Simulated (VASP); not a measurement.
# Zr3TiC4 (P4/mmm) in VASP: relaxation of cell and atoms with PBE

Aim: the relaxation of cell and atoms of Zr3TiC4 with PBE.

Everything below comes from runs of VASP 6.6.1. Logs are shortened: lines on timing, memory, paths and dates and some standing lists are left out, and cuts for length are marked.

## (1) The cell of the first run

Symmetry: P4/mmm, No. 123, tetragonal system. The conventional cell has a = 3.279 Å, b = 3.279 Å, c = 9.233 Å, α = 90.00°, β = 90.00°, γ = 90.00°. Zr (site symmetry 4mm) has 6 C at 2.24 to 2.38 Å within 3.0 Å. Zr (site symmetry 4/mmm) has 6 C at 2.32 to 2.40 Å within 3.1 Å. Within 2.9 Å of Ti (site symmetry 4/mmm) lie 6 C at 2.21 to 2.32 Å. C (site symmetry 4/mmm) has 2 Zr at 2.24 Å and 4 Ti at 2.32 Å within 3.0 Å. C (site symmetry 4mm) has 1 Ti at 2.21 Å and 5 Zr at 2.32 to 2.40 Å within 2.9 Å. C (site symmetry 4/mmm) has 6 Zr at 2.32 to 2.38 Å within 3.1 Å.

## (2) Relaxation of cell and atoms, PBE

INCAR reads:

```
PREC     = Accurate       # precision mode
ENCUT    = 600            # plane-wave cutoff, eV
EDIFF    = 1E-6           # SCF threshold, eV
ISMEAR   = 0              # smearing method
SIGMA    = 0.1            # smearing width, eV
LREAL    = False          # projectors in reciprocal space
LASPH    = True           # aspherical terms in the spheres
NELM     = 80             # most SCF steps
ALGO     = Normal         # electronic algorithm
ISIF     = 3              # what is computed and relaxed
LWAVE    = False          # write WAVECAR
LCHARG   = False          # write CHGCAR
GGA      = PE             # functional
IBRION   = 2              # ionic algorithm
NSW      = 100            # ionic steps
EDIFFG   = -0.01          # ionic threshold
```

KPOINTS reads:

```
regular mesh
0
Gamma
  12 12 4
```

POSCAR reads:

```
Zr3TiC4
1.0
    3.2789764871      0.0000000000      0.0000000000
    0.0000000000      3.2789764871      0.0000000000
    0.0000000000      0.0000000000      9.2327630329
Zr Ti C
3 1 4
Direct
    0.0000000000      0.0000000000      0.2427312101
    0.5000000000      0.5000000000      0.5000000000
    0.0000000000      0.0000000000      0.7572687899
    0.5000000000      0.5000000000      0.0000000000
    0.0000000000      0.0000000000      0.0000000000
    0.5000000000      0.5000000000      0.2397057030
    0.0000000000      0.0000000000      0.5000000000
    0.5000000000      0.5000000000      0.7602942970
```

Potentials or basis: VASP PAW PBE potentials, release 64 (Zr_sv, Ti_sv, C).

Run with:

```
$ cat potpaw_PBE.64/Zr_sv/POTCAR potpaw_PBE.64/Ti_sv/POTCAR potpaw_PBE.64/C/POTCAR > POTCAR
$ mpirun -np 1 vasp_std > vasp.out
```

OUTCAR:

```text
PREC = Accurate
   ENCUT = 600
   EDIFF = 1E-6
   ISMEAR = 0
   LREAL = False
   LASPH = True
   NELM = 80
   ISIF = 3
   GGA = PE
   IBRION = 2
   NSW = 100
   EDIFFG = -0.01

 ion  position               nearest neighbor table
   1  0.000  0.000  0.243-   5 2.24   6 2.32   6 2.32   6 2.32   6 2.32   7 2.38   4 3.22   4 3.22
                             4 3.22   4 3.22   2 3.32   2 3.32   2 3.32   2 3.32
   2  0.500  0.500  0.500-   7 2.32   7 2.32   7 2.32   7 2.32   8 2.40   6 2.40   3 3.32   3 3.32
                             1 3.32   3 3.32   1 3.32   1 3.32   3 3.32   1 3.32
   3  0.000  0.000  0.757-   5 2.24   8 2.32   8 2.32   8 2.32   8 2.32   7 2.38   4 3.22   4 3.22
                             4 3.22   4 3.22   2 3.32   2 3.32   2 3.32   2 3.32
   4  0.500  0.500  0.000-   6 2.21   8 2.21   5 2.32   5 2.32   5 2.32   5 2.32   3 3.22   3 3.22
                             1 3.22   3 3.22   1 3.22   1 3.22   3 3.22   1 3.22
   5  0.000  0.000  0.000-   1 2.24   3 2.24   4 2.32   4 2.32   4 2.32   4 2.32
   6  0.500  0.500  0.240-   4 2.21   1 2.32   1 2.32   1 2.32   1 2.32   2 2.40
   7  0.000  0.000  0.500-   2 2.32   2 2.32   2 2.32   2 2.32   3 2.38   1 2.38
   8  0.500  0.500  0.760-   4 2.21   3 2.32   3 2.32   3 2.32   3 2.32   2 2.40

  LATTYP: Found a simple tetragonal cell.
 ALAT       =     3.2789764871
 C/A-ratio  =     2.8157454222

  Lattice vectors:

 A1 = (   3.2789764871,   0.0000000000,   0.0000000000)
 A2 = (   0.0000000000,   3.2789764871,   0.0000000000)
 A3 = (   0.0000000000,   0.0000000000,   9.2327630329)

Analysis of symmetry for initial positions (statically):
=====================================================================
 Subroutine PRICEL returns:
 Original cell was already a primitive cell.

 Routine SETGRP: Setting up the symmetry group for a
 simple tetragonal supercell.

 Subroutine GETGRP returns: Found 16 space group operations
 (whereof 16 operations were pure point group operations)
 out of a pool of 16 trial point group operations.

The static configuration has the point symmetry D_4h.

Analysis of symmetry for dynamics (positions and initial velocities):
=====================================================================
 Subroutine PRICEL returns:
 Original cell was already a primitive cell.

 Routine SETGRP: Setting up the symmetry group for a
 simple tetragonal supercell.

 Subroutine GETGRP returns: Found 16 space group operations
 (whereof 16 operations were pure point group operations)
 out of a pool of 16 trial point group operations.

The dynamic configuration has the point symmetry D_4h.

 Subroutine INISYM returns: Found 16 space group operations
 (whereof 16 operations are pure point group operations),
 and found     1 'primitive' translations

----------------------------------------------------------------------------------------

                                     Primitive cell

  volume of cell :      99.2678

  direct lattice vectors                    reciprocal lattice vectors
     3.278976487  0.000000000  0.000000000     0.304973215  0.000000000  0.000000000
     0.000000000  3.278976487  0.000000000     0.000000000  0.304973215  0.000000000
     0.000000000  0.000000000  9.232763033     0.000000000  0.000000000  0.108309939

  length of vectors
     3.278976487  3.278976487  9.232763033     0.304973215  0.304973215  0.108309939

  position of ions in fractional coordinates (direct lattice)
     0.000000000  0.000000000  0.242731210
     0.500000000  0.500000000  0.500000000
     0.000000000  0.000000000  0.757268790
     0.500000000  0.500000000  0.000000000
     0.000000000  0.000000000  0.000000000
     0.500000000  0.500000000  0.239705703
     0.000000000  0.000000000  0.500000000
     0.500000000  0.500000000  0.760294297

  ion indices of the primitive-cell ions
   primitive index   ion index
                 1           1
                 2           2
                 3           3
                 4           4
                 5           5
                 6           6
                 7           7
                 8           8

----------------------------------------------------------------------------------------

 KPOINTS: regular mesh

Automatic generation of k-mesh.
 Grid dimensions read from file:
 generate k-points for:   12   12    4

 Generating k-lattice:

  Cartesian coordinates                     Fractional coordinates (reciprocal lattice)
     0.025414435  0.000000000  0.000000000     0.083333333  0.000000000  0.000000000
     0.000000000  0.025414435  0.000000000     0.000000000  0.083333333  0.000000000
     0.000000000  0.000000000  0.027077485     0.000000000  0.000000000  0.250000000

  Length of vectors
     0.025414435  0.025414435  0.027077485

  Shift w.r.t. Gamma in fractional coordinates (k-lattice)
     0.000000000  0.000000000  0.000000000

 Subroutine IBZKPT returns following result:
 ===========================================

 Found     84 irreducible k-points:

 Following reciprocal coordinates:
            Coordinates               Weight
  0.000000  0.000000  0.000000      1.000000
  0.083333  0.000000  0.000000      4.000000
  0.166667  0.000000  0.000000      4.000000
  0.250000  0.000000  0.000000      4.000000
  0.333333  0.000000  0.000000      4.000000
  0.416667  0.000000  0.000000      4.000000
[... 16 lines left out ...]
  0.333333  0.333333  0.000000      4.000000
  0.416667  0.333333  0.000000      8.000000
 [... further k-points ...]
   k-points           NKPTS =     84   k-points in BZ     NKDIM =     84   number of bands    NBANDS=     38
   number of dos      NEDOS =    301   number of ions     NIONS =      8
   total plane-waves  NPLWV =  62720
   dimension x,y,z NGX =    28 NGY =   28 NGZ =   80
   dimension x,y,z NGXF=    56 NGYF=   56 NGZF=  160
   ions per type =               3   1   4
   NGX,Y,Z   is equivalent  to a cutoff of  14.20, 14.20, 14.40 a.u.
   NGXF,Y,Z  is equivalent  to a cutoff of  28.39, 28.39, 28.81 a.u.
 SYSTEM =  unknown system
   PREC   = accura    normal or accurate (medium, high low for compatibility)
   ISTART =      0    job   : 0-new  1-cont  2-samecut
   ICHARG =      2    charge: 1-file 2-atom 10-const
   ISPIN  =      1    spin polarized calculation?
   LNONCOLLINEAR =      F non collinear calculations
   LSORBIT =      F    spin-orbit coupling
   LASPH  =      T    aspherical Exc in radial PAW
   ENCUT  =  600.0 eV  44.10 Ry    6.64 a.u.   6.55  6.55 18.44*2*pi/ulx,y,z
   NELM   =     80;   NELMIN=  2; NELMDL= -5     # of ELM steps
   EDIFF  = 0.1E-05   stopping-criterion for ELM
   LREAL  =      F    real-space projection
   EDIFFG = -.1E-01   stopping-criterion for IOM
   NSW    =    100    number of steps for IOM
   IBRION =      2    ionic relax: 0-MD 1-quasi-New 2-CG
   NFREE  =      1    steps in history (QN), initial steepest desc. (CG)
   ISIF   =      3    stress and relaxation
   ISYM   =      2    0-nonsym 1-usesym 2-fastsym
   POTIM  = 0.5000    time-step for ionic-motion
   TEBEG  =    0.0;   TEEND  =   0.0 temperature during run
   PSTRESS=    0.0 pullay stress
   NELECT =      64.0000    total number of electrons
   NUPDOWN=      -1.0000    fix difference up-down
   EMIN   =  10.00;   EMAX   =-10.00  energy-range for DOS
   EFERMI =   0.00;   METHOD = LEGACY
   ISMEAR =     0;   SIGMA  =   0.10  broadening in eV -4-tet -1-fermi 0-gaus
   EFERMI_NEDOS =   21; number of points for ismear=-14 and -15
   IALGO  =     38    algorithm
   IMIX   =      4    mixing-type and parameters
     AMIX     =   0.40;   BMIX     =  1.00
     AMIX_MAG =   1.60;   BMIX_MAG =  1.00
  volume/ion in A,a.u.               =      12.41        83.74
  Fermi-wavevector in a.u.,A,eV,Ry     =   1.414269  2.672581 27.213790  2.000157
  Thomas-Fermi vector in A             =   2.535829
   LORBIT       =      0    0 simple, 1 ext, 2 COOP (PROOUT), +10 PAW based schemes
   GGA     = PE    functional components
   LHFCALC =     F    Hartree Fock is set to
   AEXX    =    0.0000 exact exchange contribution
   IVDW    =     0    specifies the selected vdW correction
   LEPSILON=     F    determine dielectric tensor
   LRPA    =     F    only Hartree local field effects (RPA)
 conjugate gradient relaxation of ions
 non-spin polarized calculation
 Gauss-broadening in eV      SIGMA  =   0.10
  energy-cutoff  :      600.00
  volume of cell :       99.27
 maximum number of plane-waves:      3357
 NGX is ok and might be reduce to    28
   NGX = 13   NGY = 13   NGZ = 37

--------------------------------------- Ionic step        1  -------------------------------------------

 number of electron      63.9999998 magnetization

 Free energy of the ion-electron system (eV)
  ---------------------------------------------------
  ext. energy  EPLUGINS =         0.00000000
  ---------------------------------------------------
  free energy    TOTEN  =       -76.65216789 eV

  energy without entropy =      -76.64591988  energy(sigma->0) =      -76.64904389

------------------------ aborting loop because EDIFF is reached ----------------------------------------

  FORCE on cell =-STRESS in cart. coord.  units (eV):
  Direction    XX          YY          ZZ          XY          YZ          ZX
  --------------------------------------------------------------------------------------
  -------------------------------------------------------------------------------------
  Total        0.1815562      0.1815562      0.1908852      0.0000000      0.0000000      0.0000000
  in kB        2.9303081      2.9303081      3.0808782      0.0000000      0.0000000      0.0000000
  external PRESSURE =       2.9804981 kB  Pullay stress =       0.0000000 kB
[... 195 lines left out ...]
  energy  without entropy=      -76.6464669737  energy(sigma->0) =      -76.64959460

--------------------------------------- Ionic step        6  -------------------------------------------

 number of electron      63.9999998 magnetization

 Free energy of the ion-electron system (eV)
  ---------------------------------------------------
  ext. energy  EPLUGINS =         0.00000000
  ---------------------------------------------------
  free energy    TOTEN  =       -76.65276189 eV

  energy without entropy =      -76.64650484  energy(sigma->0) =      -76.64963336

 E-fermi :   9.4355     XC(G=0): -12.1884

 val. band max:        9.4130750341   @ k =   0.0000   0.0000   0.5000
 cond. band min:       9.4390376467   @ k =   0.4167   0.3333   0.0000
 fundamental gap:      0.0259626126
 Fermi energy:         9.4354548527

 k-point     1 :       0.0000    0.0000    0.0000
  band No.  band energies     occupation
      1     -47.5407      2.00000
      2     -38.6064      2.00000
      3     -38.4772      2.00000
      4     -38.4585      2.00000
      5     -23.7443      2.00000
      6     -23.7443      2.00000
[... 973 lines left out ...]
     37      12.2339      0.00000
     38      12.4146      0.00000

 [... further k-points ...]

------------------------ aborting loop because EDIFF is reached ----------------------------------------

  FORCE on cell =-STRESS in cart. coord.  units (eV):
  Direction    XX          YY          ZZ          XY          YZ          ZX
  --------------------------------------------------------------------------------------
  -------------------------------------------------------------------------------------
  Total        0.0163073      0.0163073      0.0007331      0.0000000      0.0000000     -0.0000000
  in kB        0.2629031      0.2629031      0.0118194      0.0000000      0.0000000     -0.0000000
  external PRESSURE =       0.1792085 kB  Pullay stress =       0.0000000 kB
[... 23 lines left out ...]
  FREE ENERGIE OF THE ION-ELECTRON SYSTEM (eV)
  ---------------------------------------------------
  free  energy   TOTEN  =       -76.6527618913 eV

  energy  without entropy=      -76.6465048381  energy(sigma->0) =      -76.64963336

 reached required accuracy - stopping structural energy minimisation
```

Wall time 28 min (1 thread of Intel Xeon Platinum 8259CL at 2.50GHz (Skylake/Cascade Lake), shared host); peak memory 0.5 GiB.

Results:

- Free energy: -76.6528 eV
- Relaxed volume: 12.42 Å³/atom
- Relaxed cell: a = 3.280 Å, b = 3.280 Å, c = 9.237 Å, α = 90.00°, β = 90.00°, γ = 90.00°
- Space group after relaxing (to 0.1 Å): P4/mmm (No. 123)
- Energy gained by relaxing: 0.1 meV/atom
- Ionic steps: 6
- Pressure after relaxing: 0.0 GPa
- Largest force after relaxing: 0.005 eV/Å
- Band gap on the k mesh: zero (bands 32 and 33 overlap by 0.59 eV)

Forces on the atoms (eV/Å):
```
Zr   0.000  0.000  0.005
Zr   0.000  0.000  0.000
Zr   0.000  0.000 -0.005
Ti   0.000  0.000  0.000
C    0.000  0.000  0.000
C    0.000  0.000  0.000
C    0.000  0.000  0.000
C    0.000  0.000  0.000
```

Step by step:
```
step  energy change (eV)  largest force (eV/Å)  pressure (GPa)  volume (Å³)
   1              0.0000                0.0764            0.30        99.27
   2             -0.0002                0.0264           -0.45        99.60
   3             -0.0003                0.0474           -0.16        99.46
   4             -0.0005                0.0237           -0.02        99.40
   5             -0.0006                0.0273            0.01        99.38
   6             -0.0006                0.0048            0.02        99.38
```

Final structure:
```cif
data_structure
_symmetry_space_group_name_H-M 'P 1'
_symmetry_Int_Tables_number 1
_cell_length_a 3.2800
_cell_length_b 3.2800
_cell_length_c 9.2372
_cell_angle_alpha 90.000
_cell_angle_beta 90.000
_cell_angle_gamma 90.000
_cell_volume 99.38
loop_
_atom_site_label
_atom_site_type_symbol
_atom_site_fract_x
_atom_site_fract_y
_atom_site_fract_z
_atom_site_occupancy
Zr1 Zr 0.00000 0.00000 0.24286 1
Zr2 Zr 0.50000 0.50000 0.50000 1
Zr3 Zr 0.00000 0.00000 0.75714 1
Ti1 Ti 0.50000 0.50000 0.00000 1
C1 C 0.00000 0.00000 0.00000 1
C2 C 0.50000 0.50000 0.24041 1
C3 C 0.00000 0.00000 0.50000 1
C4 C 0.50000 0.50000 0.75959 1
```

The gap in the log of VASP goes by the Fermi energy; the results here count the filled bands.